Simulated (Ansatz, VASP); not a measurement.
ZnCd2Se3 in VASP and in Ansatz

```
CELL_PARAMETERS angstrom
4.26171 0.00000 0.00000
-2.13086 3.69075 0.00000
0.00000 0.00000 21.09965
ATOMIC_POSITIONS crystal
Zn 0.00000 0.00000 0.99282
Zn 0.66667 0.33333 0.84009
Cd 0.00000 0.00000 0.33088
Cd 0.00000 0.00000 0.67806
Cd 0.66667 0.33333 0.15734
Cd 0.66667 0.33333 0.50434
Se 0.00000 0.00000 0.11065
Se 0.00000 0.00000 0.45751
Se 0.00000 0.00000 0.80510
Se 0.66667 0.33333 0.28401
Se 0.66667 0.33333 0.63095
Se 0.66667 0.33333 0.95825
```

Alike in both runs: functional PBE; k mesh 12 × 12 × 2; occupations gaussian, width 0.02 eV; no spin polarisation.

Ansatz relaxed the structure, and its values are those at the end. VASP's run is a single point on that final structure, the one shown.

|  | VASP | Ansatz |
| --- | --- | --- |
| version | VASP 6.6.1 | Ansatz 0.2.0 |
| potentials or method | VASP PAW PBE potentials, release 64 (Zn, Cd, Se), cutoff 520 eV | scalar-relativistic, plane waves, PAW |
| valence electrons in the cell | 108 | 200 |

Ansatz gave:

| Item | Value |
| --- | --- |
| gap on the k mesh at the Fermi level (eV) | 0.58 |
| least direct gap on the mesh (eV) | 0.58 |
| pressure (GPa) | 0.0 |
| rms of the force components (eV/Å) | 0.002 |

Estimate VASP's values.

gap on the k mesh at the Fermi level (eV): 0.57; least direct gap on the mesh (eV): 0.57; pressure (GPa): 0.2; rms of the force components (eV/Å): 0.004.

With one functional, cell and mesh, what is left measures potentials, basis and numerics. VASP's potentials hold 108 valence electrons a cell and Ansatz's 200, so a difference there can come from the potentials and not from the codes.
